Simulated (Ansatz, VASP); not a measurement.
# Two plane-wave programs on CuBr2N2

```
Cu Br N
1.0
     3.83719   -3.88729    0.00000
     3.83719    3.88729    0.00000
    -0.73808    0.00000    3.96251
Cu Br N
1 2 2
Direct
  0.00000 0.00000 0.00000
  0.75273 0.75273 0.57773
  0.24727 0.24727 0.42227
  0.24109 0.75891 0.00000
  0.75891 0.24109 0.00000
```

Alike in both runs: task single point; functional PBE; k mesh 1 × 1 × 1; occupations gaussian, width 0.1 eV; collinear spin; Hubbard terms Cu d U = 4.1 eV.

|  | VASP | Ansatz |
| --- | --- | --- |
| version | VASP 6.6.1 | Ansatz 0.2.0 |
| potentials or method | VASP PAW PBE potentials, release 64 (Cu_sv_GW, Br, N), cutoff 820 eV | scalar-relativistic, plane waves, PAW |
| valence electrons in the cell | 43 | 43 |

```csv
,VASP,Ansatz,Ansatz less VASP
gap on the k mesh at the Fermi level (eV),1.28,1.25,-0.023
least direct gap on the mesh (eV),1.28,1.25,-0.023
pressure (GPa),4.5,4.7,+0.20
"traceless stress, the component that is largest in VASP (GPa)",-3.87,-3.77,+0.107
rms of the force components (eV/Å),0.105,0.123,+0.0180
net moment per atom (μB),1.00,1.00,0.000
size of the moment on the site where the two differ most (μB),1.52,1.59,+0.070
```

Site moments also hang on the region over which each program counts them. The programs project onto different local orbitals, so the same U acts differently, and such runs can settle in different states. Atom by atom the forces differ by 0.023 eV/Å (rms over components).

The k mesh is coarse, so the values compare programs but aren't converged.
